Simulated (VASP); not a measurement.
Crystal: NaF.

```
Na F
1.0
     0.00000    2.29724    2.29724
     2.29724    0.00000    2.29724
     2.29724    2.29724    0.00000
Na F
1 1
Direct
  0.00000 0.00000 0.00000
  0.50000 0.50000 0.50000
```

Program: VASP 6.6.1. Alike in all runs: task single point; no spin polarisation; cell as given; cutoff (eV) 520; smearing gaussian 0.01 eV.

**Question.** Order these runs on this cell by their band gap on the k mesh, lowest first.
A. level r2SCAN; potentials or basis VASP PAW PBE potentials, release 64 (Na_pv, F); k mesh 6 × 6 × 6
B. level LDA; potentials or basis VASP PAW LDA potentials, release 64 (Na_pv, F); k mesh 6 × 6 × 6
C. level HSE06; potentials or basis VASP PAW PBE potentials, release 64 (Na_pv, F); k mesh 6 × 6 × 6; grid for exact exchange (PRECFOCK) Normal; share of exact exchange 0.25; screening parameter 0.2079 1/Å
D. level PBE; potentials or basis VASP PAW PBE potentials, release 64 (Na_pv, F); k mesh 8 × 8 × 8

**Answer.** B (6.09 eV), D (6.44 eV), A (7.32 eV), C (8.60 eV).

Caveats: the cell stands under tension (at least some runs).
